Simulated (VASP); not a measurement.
A run of VASP 6.6.1 is set up as follows.

The input POSCAR:

```
HfSiO4
1.0
    5.1875320897     -1.8726440613      0.0506656141
    5.1875320897      1.8726440613      0.0506656141
   -2.7119058065      0.0000000000      6.8538669903
Hf O Si
2 8 2
Direct
    0.8523383309      0.8523383309      0.8047613804
    0.1476616691      0.1476616691      0.1952386196
    0.3670207251      0.3670207251      0.3052821142
    0.0762741095      0.0762741095      0.8996849085
    0.9237258905      0.9237258905      0.1003150915
    0.7176266032      0.7176266032      0.2311596962
    0.2823733968      0.2823733968      0.7688403038
    0.0809377700      0.0809377700      0.4287244855
    0.9190622300      0.9190622300      0.5712755145
    0.6329792749      0.6329792749      0.6947178858
    0.8987924915      0.8987924915      0.3220938278
    0.1012075085      0.1012075085      0.6779061722
```

Contents of INCAR.step1:

```
SYSTEM = HfSiO4
PREC = Accurate ; ENCUT = 520
ISMEAR = 0 ; SIGMA = 0.01
LREAL = .False. ; LASPH = .True.
NELM = 100 ; NBANDS = 50
GGA = PE ; ALGO = Normal
EDIFF = 1E-4 ; LWAVE = .True.
LCHARG = .False.
```

The input INCAR.step2:

```
SYSTEM = HfSiO4
PREC = Accurate ; ENCUT = 520
EDIFF = 1E-6 ; ISMEAR = 0
SIGMA = 0.01 ; LREAL = .False.
LASPH = .True. ; NELM = 100
ALGO = Normal ; ISIF = 2
LWAVE = .False. ; LCHARG = .False.
METAGGA = R2SCAN ; LMIXTAU = .True.
NBANDS = 50 ; ISTART = 1
```

Contents of KPOINTS:

```
regular mesh
0
Gamma
  8 8 4
  0 0 0
```

Potentials or basis: VASP PAW PBE potentials, release 64 (Hf_pv, O, Si).

Run with:

```sh
$ cat potpaw_PBE.64/Hf_pv/POTCAR potpaw_PBE.64/O/POTCAR potpaw_PBE.64/Si/POTCAR > POTCAR
$ cp INCAR.step1 INCAR
$ mpirun -np 1 vasp_std > vasp.out
$ cp INCAR.step2 INCAR
$ mpirun -np 1 vasp_std > vasp.out
```

Task: What does it give for the pressure?

Result: -1.5 GPa.

Task: Predict the band gap on the k mesh.

Result: 4.79 eV (least direct gap 4.80 eV).

Task: What does it give for the largest force?

Result: 0.208 eV/Å.

Forces on the atoms (eV/Å):
```
Hf  -0.014  0.000 -0.007
Hf   0.014  0.000  0.007
O   -0.135  0.000 -0.053
O   -0.142  0.000  0.151
O    0.142  0.000 -0.151
O   -0.156  0.000 -0.065
O    0.156  0.000  0.065
O    0.128  0.000 -0.120
O   -0.128  0.000  0.120
O    0.135  0.000  0.053
Si  -0.032  0.000 -0.020
Si   0.032  0.000  0.020
```

Caveat: the PAW data sets were made with another functional, which shifts forces and pressure a little; spin-orbit coupling is left out, which moves the levels of the heavy elements. A k mesh can miss the band edges.
